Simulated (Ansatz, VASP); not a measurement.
One calculation of Zr, two programs

Contents of INCAR:

```
  ALGO = Fast
  EDIFF = 1E-6
  ENCUT = 520
  GGA = PE
  ISIF = 2
  ISMEAR = 0
  LASPH = True
  LCHARG = False
  LREAL = False
  LWAVE = False
  NBANDS = 19
  NELM = 100
  PREC = Accurate
  SIGMA = 0.1
```

Contents of KPOINTS:

```
k-points
0
Gamma
  15 15 8
```

The input POSCAR:

```
Zr
1.0
    3.2318908719      0.0000000000      0.0000000000
   -1.6159454360      2.7988995974      0.0000000000
    0.0000000000      0.0000000000      5.1700808457
Zr
2
Direct
    0.3333333333      0.6666666667      0.2500000000
    0.6666666667      0.3333333333      0.7500000000
```

Input for Ansatz:

```yaml
crystal:
  lattice:
    - [3.2318908719, 0.0, 0.0]
    - [-1.615945436, 2.7988995974, 0.0]
    - [0.0, 0.0, 5.1700808457]
  atoms:
    - { symbol: Zr, position: [0.3333333333, 0.6666666667, 0.25] }
    - { symbol: Zr, position: [0.6666666667, 0.3333333333, 0.75] }
basis:
  ecutwfc: 420
kpoints:
  mp_grid: { grid: [15, 15, 8] }
hamiltonian:
  xc: pbe
scf:
  occupations: { method: gaussian, width: 0.1 }
output:
  forces: true
  stress: true
  eigenvalues: true
```

Alike in both runs: task single point; functional PBE; k mesh 15 × 15 × 8; occupations gaussian, width 0.1 eV; no spin polarisation.

|  | VASP | Ansatz |
| --- | --- | --- |
| version | VASP 6.6.1 | Ansatz 0.2.0 |
| potentials or method | VASP PAW PBE potentials, release 64 (Zr_sv), cutoff 520 eV | scalar-relativistic, plane waves, PAW |
| valence electrons in the cell | 24 | 24 |

|  | VASP | Ansatz | Ansatz less VASP |
| --- | --- | --- | --- |
| gap on the k mesh at the Fermi level (eV) | none | none | - |
| pressure (GPa) | 0.0 | 0.0 | -0.01 |

A gap of «none» marks a metal or a gap that the smearing closes.
